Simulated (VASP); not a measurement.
Wanted: the native input for a VASP 6.6.1 run.

* Task: single point
* Functional: PBE
* Potentials or basis: VASP PAW PBE potentials, release 64 (Cu)
* Cutoff: 520 eV
* k mesh: 15 × 15 × 15
* Occupations: methfessel-paxton, width 1 eV
* Spin: no spin polarisation
* Dipole correction: no
* Further INCAR settings: ALGO = Normal; EDIFF = 1e-06; NBANDS = 12

The structure of Cu lies in POSCAR:

```
Cu
1.0
    0.0000000000      1.8145751207      1.8145751207
    1.8145751207      0.0000000000      1.8145751207
    1.8145751207      1.8145751207      0.0000000000
Cu
1
Direct
    0.0000000000      0.0000000000      0.0000000000
```

These files were run (other wordings do the same):

INCAR

```
SYSTEM = Cu
PREC = Accurate
ENCUT = 520
EDIFF = 1E-6
ISMEAR = 1
SIGMA = 1.0
LREAL = .False.
LASPH = .True.
NELM = 60
ALGO = Normal
ISIF = 2
LWAVE = .False.
LCHARG = .True.
GGA = PE
LELF = .True.
LVHAR = .True.
NBANDS = 12
```

KPOINTS

```
regular mesh
0
Gamma
  15 15 15
  0 0 0
```

Potentials or basis: VASP PAW PBE potentials, release 64 (Cu).

The run is started by

```sh
$ cat potpaw_PBE.64/Cu/POTCAR > POTCAR
$ mpirun -np 1 vasp_std > vasp.out
```

It gave:

```
Pressure : -0.6 GPa
```

It took 38 s on 1 thread of AMD EPYC 7R13 (shared host), peak memory 0.1 GiB.
